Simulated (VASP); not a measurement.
# SrTe (Fm-3m) in VASP: vibrations by perturbation theory with PBE

Aim: the vibrations by perturbation theory of SrTe with PBE.

All numbers are computed with VASP 6.6.1; they aren't measurements. Logs are shortened: lines on timing, memory, paths and dates and some standing lists are left out, and cuts for length are marked.

## Step 1: The cell of the first run

The structure is cubic, space group Fm-3m (No. 225). The conventional cell has a = 6.719 Å, b = 6.719 Å, c = 6.719 Å, α = 90.00°, β = 90.00°, γ = 90.00°. Sr (site symmetry m-3m) has 6 Te at 3.36 Å within 4.4 Å. Te (site symmetry m-3m) has 6 Sr at 3.36 Å within 4.4 Å.

## Step 2: Vibrations by perturbation theory, PBE

File INCAR:

```
SYSTEM = SrTe
ALGO = Normal
EDIFF = 1E-8
ENCUT = 500
GGA = PE
GGA_COMPAT = .False.
IBRION = 8
ISIF = 2
ISMEAR = 0
LASPH = .True.
LCHARG = .False.
LEPSILON = .True.
LREAL = .False.
LWAVE = .False.
NELM = 120
NSW = 1
PREC = Accurate
SIGMA = 0.01
```

File KPOINTS:

```
k-points
0
Gamma
  8 8 8
  0 0 0
```

File POSCAR:

```
SrTe
1.0
    0.0000000000      3.3592535498      3.3592535498
    3.3592535498      0.0000000000      3.3592535498
    3.3592535498      3.3592535498      0.0000000000
Sr Te
1 1
Direct
    0.0000000000      0.0000000000      0.0000000000
    0.5000000000      0.5000000000      0.5000000000
```

Potentials or basis: VASP PAW PBE potentials, release 64 (Sr_sv, Te).

Started as:

```console
cat potpaw_PBE.64/Sr_sv/POTCAR potpaw_PBE.64/Te/POTCAR > POTCAR
mpirun -np 1 vasp_std > vasp.out
```

OUTCAR:

```text
SYSTEM = SrTe
   EDIFF = 1E-8
   ENCUT = 500
   GGA = PE
   IBRION = 8
   ISIF = 2
   ISMEAR = 0
   LASPH = .True.
   LEPSILON = .True.
   LREAL = .False.
   NELM = 120
   NSW = 1
   PREC = Accurate

 ion  position               nearest neighbor table
   1  0.000  0.000  0.000-   2 3.36   2 3.36   2 3.36   2 3.36   2 3.36   2 3.36
   2  0.500  0.500  0.500-   1 3.36   1 3.36   1 3.36   1 3.36   1 3.36   1 3.36

  LATTYP: Found a face centered cubic cell.
 ALAT       =     6.7185070996

  Lattice vectors:

 A1 = (   0.0000000000,   3.3592535498,   3.3592535498)
 A2 = (   3.3592535498,   0.0000000000,   3.3592535498)
 A3 = (   3.3592535498,   3.3592535498,   0.0000000000)

Analysis of symmetry for initial positions (statically):
=====================================================================
 Subroutine PRICEL returns:
 Original cell was already a primitive cell.

 Routine SETGRP: Setting up the symmetry group for a
 face centered cubic supercell.

 Subroutine GETGRP returns: Found 48 space group operations
 (whereof 48 operations were pure point group operations)
 out of a pool of 48 trial point group operations.

The static configuration has the point symmetry O_h .

Analysis of symmetry for dynamics (positions and initial velocities):
=====================================================================
 Subroutine PRICEL returns:
 Original cell was already a primitive cell.

 Routine SETGRP: Setting up the symmetry group for a
 face centered cubic supercell.

 Subroutine GETGRP returns: Found 48 space group operations
 (whereof 48 operations were pure point group operations)
 out of a pool of 48 trial point group operations.

The dynamic configuration has the point symmetry O_h .

 Subroutine INISYM returns: Found 48 space group operations
 (whereof 48 operations are pure point group operations),
 and found     1 'primitive' translations

----------------------------------------------------------------------------------------

                                     Primitive cell

  volume of cell :      75.8156

  direct lattice vectors                    reciprocal lattice vectors
     0.000000000  3.359253550  3.359253550    -0.148842590  0.148842590  0.148842590
     3.359253550  0.000000000  3.359253550     0.148842590 -0.148842590  0.148842590
     3.359253550  3.359253550  0.000000000     0.148842590  0.148842590 -0.148842590

  length of vectors
     4.750701930  4.750701930  4.750701930     0.257802929  0.257802929  0.257802929

  position of ions in fractional coordinates (direct lattice)
     0.000000000  0.000000000  0.000000000
     0.500000000  0.500000000  0.500000000

  ion indices of the primitive-cell ions
   primitive index   ion index
                 1           1
                 2           2

----------------------------------------------------------------------------------------

 KPOINTS: k-points

Automatic generation of k-mesh.
 Grid dimensions read from file:
 generate k-points for:    8    8    8

 Generating k-lattice:

[... 508 lines left out ...]

 Free energy of the ion-electron system (eV)
  ---------------------------------------------------
  ---------------------------------------------------
  free energy    TOTEN  =        -1.18765308 eV

  energy without entropy =       -1.18765308

------------------------ aborting loop because EDIFF is reached ----------------------------------------

--------------------------------------- Ionic step        2  -------------------------------------------

------------------------ aborting loop because EDIFF is reached ----------------------------------------

--------------------------------------- Ionic step        3  -------------------------------------------

------------------------ aborting loop because EDIFF is reached ----------------------------------------

 PIEZOELECTRIC TENSOR FIELD DIRECTION 3  (e Angst)
 -----------------------------------------------------------------------------
     0.00014  0.00000  0.00000           (  0.00001  0.00000  0.00000)
     0.00000  0.00014  0.00000           (  0.00000  0.00001  0.00000)
     0.00000  0.00000 -0.00364           (  0.00000  0.00000  0.00003)

 PIEZOELECTRIC TENSOR FIELD DIRECTION 3  (C/m^2)
 -----------------------------------------------------------------------------
     0.00003  0.00000  0.00000
     0.00000  0.00003  0.00000
     0.00000  0.00000 -0.00077

--------------------------------------- Ionic step        4  -------------------------------------------

------------------------ aborting loop because EDIFF is reached ----------------------------------------

[... ionic steps 5 to 6 ...]

--------------------------------------- Ionic step        7  -------------------------------------------

 Free energy of the ion-electron system (eV)
  ---------------------------------------------------
  ---------------------------------------------------
  free energy    TOTEN  =        -0.05172731 eV

  energy without entropy =       -0.05172731

------------------------ aborting loop because EDIFF is reached ----------------------------------------

 INTERNAL STRAIN TENSOR  FOR ION    2  DIRECTION 1   (eV/Angst):
 -----------------------------------------------------------------------------
    -0.01102 -0.00000  0.00000
    -0.00000  0.00611 -0.00000
     0.00000 -0.00000  0.00611

 MACROSCOPIC STATIC DIELECTRIC TENSOR (including local field effects in DFT)
 ------------------------------------------------------
           5.970790    -0.000000     0.000000
          -0.000000     5.970790     0.000000
          -0.000000     0.000000     5.970790
 ------------------------------------------------------

 PIEZOELECTRIC TENSOR (including local field effects)  for field in x, y, z        (e  Angst)
          XX          YY          ZZ          XY          YZ          ZX
  --------------------------------------------------------------------------------
  x     0.00000     0.00000     0.00000     0.00000     0.00000     0.00000
  y     0.00000     0.00000     0.00000     0.00000     0.00000     0.00000
  z     0.00000     0.00000     0.00000     0.00000     0.00000     0.00000

 PIEZOELECTRIC TENSOR (including local field effects)  for field in x, y, z        (C/m^2)
          XX          YY          ZZ          XY          YZ          ZX
  --------------------------------------------------------------------------------
  x     0.00000     0.00000     0.00000     0.00000     0.00000     0.00000
  y     0.00000     0.00000     0.00000     0.00000     0.00000     0.00000
  z     0.00000     0.00000     0.00000     0.00000     0.00000     0.00000

 BORN EFFECTIVE CHARGES (including local field effects) (in |e|, cummulative output)
 ---------------------------------------------------------------------------------
 ion    1
    1     2.42435     0.00000     0.00000
    2     0.00000     2.42435     0.00000
    3     0.00000     0.00000     2.42435
 ion    2
    1    -2.42435     0.00000     0.00000
    2     0.00000    -2.42435     0.00000
    3     0.00000     0.00000    -2.42435

 INTERNAL STRAIN TENSOR FOR ION    2 for displacements in x,y,z  (eV/Angst):
          X           Y           Z          XY          YZ          ZX
  --------------------------------------------------------------------------------
  x     0.00000     0.00000     0.00000     0.00000     0.00000     0.00000
  y     0.00000     0.00000     0.00000     0.00000     0.00000     0.00000
  z     0.00000     0.00000     0.00000     0.00000     0.00000     0.00000

 SECOND DERIVATIVES (NOT SYMMETRIZED)
 ------------------------------------
               1X          1Y          1Z          2X          2Y          2Z
  1X    -2.368030    0.000000    0.000000    2.368030    0.000000    0.000000
  1Y     0.000000   -2.368030    0.000000    0.000000    2.368030    0.000000
  1Z     0.000000    0.000000   -2.368030    0.000000    0.000000    2.368030
  2X     2.366914    0.000000    0.000000   -2.366914    0.000000    0.000000
  2Y     0.000000    2.366914    0.000000    0.000000   -2.366914    0.000000
  2Z     0.000000    0.000000    2.366914    0.000000    0.000000   -2.366914

 Eigenvectors and eigenvalues of the dynamical matrix
 ----------------------------------------------------

   1 f  =    3.337467 THz    20.969926 2PiTHz  111.325931 cm-1    13.802650 meV
             X         Y         Z           dx          dy          dz
      0.000000  0.000000  0.000000     0.000000    0.770062    0.000000
      3.359254  3.359254  3.359254     0.000000   -0.637969    0.000000
[... 21 lines left out ...]
   6 f/i=    0.000387 THz     0.002429 2PiTHz    0.012895 cm-1     0.001599 meV
             X         Y         Z           dx          dy          dz
      0.000000  0.000000  0.000000     0.000000    0.000000   -0.637969
      3.359254  3.359254  3.359254     0.000000    0.000000   -0.770062

--------------------------------------------------------------------------------------------------------

 MACROSCOPIC STATIC DIELECTRIC TENSOR IONIC CONTRIBUTION
 ------------------------------------------------------
           5.925332     0.000000     0.000000
           0.000000     5.925332     0.000000
           0.000000     0.000000     5.925332
 ------------------------------------------------------

 ELASTIC MODULI CONTR FROM IONIC RELAXATION (kBar)
 Direction    XX          YY          ZZ          XY          YZ          ZX
 --------------------------------------------------------------------------------
 XX           0.0000      0.0000      0.0000      0.0000      0.0000      0.0000
 YY           0.0000      0.0000      0.0000      0.0000      0.0000      0.0000
 ZZ           0.0000      0.0000      0.0000      0.0000      0.0000      0.0000
 XY           0.0000      0.0000      0.0000      0.0000      0.0000      0.0000
 YZ           0.0000      0.0000      0.0000      0.0000      0.0000      0.0000
 ZX           0.0000      0.0000      0.0000      0.0000      0.0000      0.0000
 --------------------------------------------------------------------------------

 PIEZOELECTRIC TENSOR IONIC CONTR  for field in x, y, z        (C/m^2)
          XX          YY          ZZ          XY          YZ          ZX
  --------------------------------------------------------------------------------
  x     0.00000     0.00000     0.00000     0.00000     0.00000     0.00000
  y     0.00000     0.00000     0.00000     0.00000     0.00000     0.00000
  z     0.00000     0.00000     0.00000     0.00000     0.00000     0.00000
```

It took 27 min on 1 thread of AMD EPYC 7R43 (Zen 3), shared host; peak memory 0.31 GiB.

Results:

| Property | Result |
| --- | --- |
| Electronic dielectric tensor (diagonal) | 5.97 |
| Born charges (mean of the diagonal) | Sr +2.42; Te -2.42 e |
| Highest phonon frequency at Γ, LO-TO splitting left out | 111 cm⁻¹ |

Phonon frequencies in cm⁻¹ (negative: imaginary):
| q point | frequencies |
| --- | --- |
| (0.000, 0.000, 0.000) | 0 0 0 111 111 111 |

Electronic dielectric tensor:
```
5.97 0.00 0.00
0.00 5.97 0.00
0.00 0.00 5.97
```

Born effective charge tensors (e):
atom 1, Sr
```
2.42 0.00 0.00
0.00 2.42 0.00
0.00 0.00 2.42
```
atom 2, Te
```
-2.42  0.00  0.00
 0.00 -2.42  0.00
 0.00  0.00 -2.42
```

Caveat: spin-orbit coupling is left out, which moves the levels of the heavy elements.
